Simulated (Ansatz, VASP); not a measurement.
# GaSb: VASP beside Ansatz

```
Ga Sb
1.0
     4.39385    0.00000    0.00000
     0.00000    6.21384    0.00000
     0.00000    0.00000   25.98462
Ga Sb
6 6
Direct
  0.50000 0.44337 0.30867
  0.00000 0.02157 0.36900
  0.50000 0.51540 0.45963
  0.00000 0.01540 0.54037
  0.50000 0.52156 0.63100
  0.00000 0.94336 0.69133
  0.00000 0.23517 0.27811
  0.50000 0.77009 0.37500
  0.00000 0.26441 0.45575
  0.50000 0.76441 0.54425
  0.00000 0.27009 0.62500
  0.50000 0.73517 0.72189
```

Alike in both runs: functional PBE; k mesh 8 × 6 × 1; occupations gaussian, width 0.1 eV; no spin polarisation.

Ansatz relaxed the structure, and its values are those at the end. VASP's run is a single point on that final structure, the one shown.

|  | VASP | Ansatz |
| --- | --- | --- |
| version | VASP 6.6.1 | Ansatz 0.2.0 |
| potentials or method | VASP PAW PBE potentials, release 64 (Ga_d, Sb), cutoff 520 eV | scalar-relativistic, plane waves, PAW |
| valence electrons in the cell | 108 | 168 |

|  | VASP | Ansatz | Ansatz less VASP |
| --- | --- | --- | --- |
| gap on the k mesh at the Fermi level (eV) | 0.45 | 0.46 | +0.005 |
| least direct gap on the mesh (eV) | 0.53 | 0.53 | +0.003 |
| rms of the force components (eV/Å) | 0.008 | 0.004 | -0.0048 |

VASP's potentials hold 108 valence electrons a cell and Ansatz's 168, so a difference there can come from the potentials and not from the codes.

Neither program's run includes spin-orbit coupling.
